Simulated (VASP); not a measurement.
B32N31 (a cell with a defect), 63 atoms in the cell. The cell holds a defect, 63 atoms: a = 7.212 Å, b = 7.212 Å, c = 7.212 Å, α = 90.00°, β = 90.00°, γ = 90.00°. 

```yaml
Program: VASP 6.6.1
Task: relaxation of the atoms
Functional: PBEsol
Potentials_or_basis: VASP PAW PBE potentials, release 64 (B, N)
Cutoff: 520 eV
k_mesh: 1 × 1 × 1, shifted
Occupations: fermi-dirac, width 0.05 eV
Spin: no spin polarisation
Dipole_correction: no
Charge: 1
Further_INCAR_settings: LREAL = Auto; ALGO = Normal; EDIFF = 1e-07; ISYM = -1; IBRION = 2; EDIFFG = -0.03; NSW = 100; NELECT = 250.0
```

Potentials or basis: VASP PAW PBE potentials, release 64 (B, N).

Run with:

```bash
$ cat potpaw_PBE.64/B/POTCAR potpaw_PBE.64/N/POTCAR > POTCAR
$ mpirun -np 1 vasp_std > vasp.out
```

Hardware: 1 thread of Intel(R) Xeon(R) 6975P-C (Granite Rapids), with other jobs on the host.

Estimate the wall time of this run.

It took 8.4 min on 1 thread of Intel(R) Xeon(R) 6975P-C (Granite Rapids), on a shared host, peak memory 0.44 GiB. Counts: scf iterations 112, k points 1, ion steps 12.
